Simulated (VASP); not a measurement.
Pd: single point with LDA

Crystal: Pd.

```
Pd
1.0
     0.00000    1.92114    1.92114
     1.92114    0.00000    1.92114
     1.92114    1.92114    0.00000
Pd
1
Direct
  0.00000 0.00000 0.00000
```

* Program: VASP 6.6.1
* Task: single point
* Functional: LDA
* Potentials or basis: VASP PAW LDA potentials, release 64 (Pd)
* Cutoff: 520 eV
* k mesh: 14 × 14 × 14
* Occupations: gaussian, width 0.3 eV
* Spin: no spin polarisation

| Quantity | Value |
| --- | --- |
| Pressure | 0.4 GPa |
| Band gap on the k mesh | zero (band 5 reaches 10.60 eV, above the bottom of band 6 at 8.89 eV) |

Levels at points of the mesh, in eV from the Fermi level:
```tsv
k point	band 2	band 3	band 4	band 5	band 6	band 7	band 8	band 9
(0.00, 0.00, 0.00)	-3.09	-3.09	-3.09	-1.34	-1.34	17.11	22.05	22.05
(0.50, 0.00, 0.00)	-3.13	-3.13	-0.05	-0.05	0.83	7.54	16.49	21.27
(0.50, 0.50, 0.00)	-5.51	-0.07	0.29	0.29	3.22	11.10	13.25	13.25
```

Run time: 9.2 s on 1 thread of Intel(R) Xeon(R) Platinum 8488C (Sapphire Rapids) (shared host), peak memory 0.13 GiB.
